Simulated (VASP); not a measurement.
A run of VASP 6.6.1 is set up as follows.

INCAR

```
SYSTEM = BaTe
ALGO = Normal
EDIFF = 1E-7
ENCUT = 520
GGA = PE
ISIF = 2
ISMEAR = 0
IVDW = 12
LASPH = .True.
LCHARG = .True.
LELF = .True.
LREAL = .False.
LVHAR = .True.
LWAVE = .False.
NBANDS = 15
NELM = 80
PREC = Accurate
SIGMA = 0.05
```

KPOINTS

```
k-points
0
Gamma
  6 6 6
  0 0 0
```

POSCAR

```
BaTe
1.0
    0.0000000000      3.4099993980      3.4099993980
    3.4099993980      0.0000000000      3.4099993980
    3.4099993980      3.4099993980      0.0000000000
Ba Te
1 1
Direct
    0.5000000000      0.5000000000      0.5000000000
    0.0000000000      0.0000000000      0.0000000000
```

Potentials or basis: VASP PAW PBE potentials, release 64 (Ba_sv, Te).

Run with:

```bash
$ cat potpaw_PBE.64/Ba_sv/POTCAR potpaw_PBE.64/Te/POTCAR > POTCAR
$ mpirun -np 1 vasp_std > vasp.out
```

Task: What does it give for the dispersion energy per atom?

Result: -0.339 eV.

Task: Estimate the pressure.

Result: 2.8 GPa.

Task: What does it give for the band gap on the k mesh?

Result: 1.33 eV (least direct gap 1.71 eV).

Caveat: spin-orbit coupling is left out, which moves the levels of the heavy elements. A k mesh can miss the band edges.
